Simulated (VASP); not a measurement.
Input of a VASP 6.6.1 run:

Contents of INCAR:

```
SYSTEM = Sn
  PREC = Accurate
  ENCUT = 520
  EDIFF = 1E-6
  ISMEAR = -1
  SIGMA = 0.1
  LREAL = .FALSE.
  LASPH = .TRUE.
  NELM = 80
  ALGO = Normal
  ISIF = 2
  LWAVE = .FALSE.
  LCHARG = .FALSE.
  GGA = PE
  NBANDS = 21
```

The input KPOINTS:

```
Automatic mesh
0
G
  18 18 12
  0 0 0
```

The input POSCAR:

```
Sn
1.0
   -2.9773321013      2.9790067394      1.6030901642
    2.9790067394     -2.9773321013      1.6030901642
    2.9770686044      2.9770686044     -1.6000204610
Sn
2
Direct
    0.0000231878      0.9999768122      0.0000000000
    0.7499768122      0.2500231878      0.5000000000
```

Potentials or basis: VASP PAW PBE potentials, release 64 (Sn_d).

Run with:

```console
$ cat potpaw_PBE.64/Sn_d/POTCAR > POTCAR
$ mpirun -np 1 vasp_std > vasp.out
```

**Question.** What does it give for the band gap on the k mesh?

**Answer.** Zero (bands 14 and 15 overlap by 4.07 eV).

**Question.** Predict the pressure.

**Answer.** 0.0 GPa.

Stress tensor (GPa, compression positive):
```
-0.18 -0.01 -0.01
-0.01 -0.18 -0.01
-0.01 -0.01  0.22
```

Caveat: spin-orbit coupling is left out, which moves the levels of the heavy elements.
